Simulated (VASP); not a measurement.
CdSe:

```
Cd Se
1.0
     4.30000    0.00000    0.00000
    -2.15000    3.72391    0.00000
     0.00000    0.00000    7.02000
Cd Se
2 2
Direct
  0.33333 0.66667 0.00000
  0.66667 0.33333 0.50000
  0.33333 0.66667 0.38500
  0.66667 0.33333 0.88500
```

* Program: VASP 6.6.1
* Task: relaxation of the atoms
* Functional: r2SCAN
* Potentials or basis: VASP PAW PBE potentials, release 64 (Cd, Se)
* Cutoff: 520 eV
* k mesh: 9 × 9 × 5
* Occupations: fermi-dirac, width 0.01 eV
* Spin: no spin polarisation

At the start: pressure 1.8 GPa; volume 28.10 Å³/atom.

Task: Where does the relaxation end?

Result: Over 3 steps the energy falls by 5.0 meV/atom at a fixed cell; space group P6_3mc (No. 186, to 0.1 Å) before and after.

The path:
| step | energy change (eV) | largest force (eV/Å) | pressure (GPa) |
| --- | --- | --- | --- |
| 1 | 0.0000 | 0.2861 | 1.84 |
| 2 | -0.0128 | 0.1750 | 1.78 |
| 3 | -0.0198 | 0.0132 | 1.74 |

Final structure:
```yaml
crystal:
  lattice:
    - [4.30000, 0.00000, 0.00000]
    - [-2.15000, 3.72391, 0.00000]
    - [0.00000, 0.00000, 7.02000]
  atoms:
    - { symbol: Cd, position: [0.33333, 0.66667, 0.00452] }
    - { symbol: Cd, position: [0.66667, 0.33333, 0.50452] }
    - { symbol: Se, position: [0.33333, 0.66667, 0.38048] }
    - { symbol: Se, position: [0.66667, 0.33333, 0.88048] }
```

Caveat: the PAW data sets were made with another functional, which shifts forces and pressure a little.
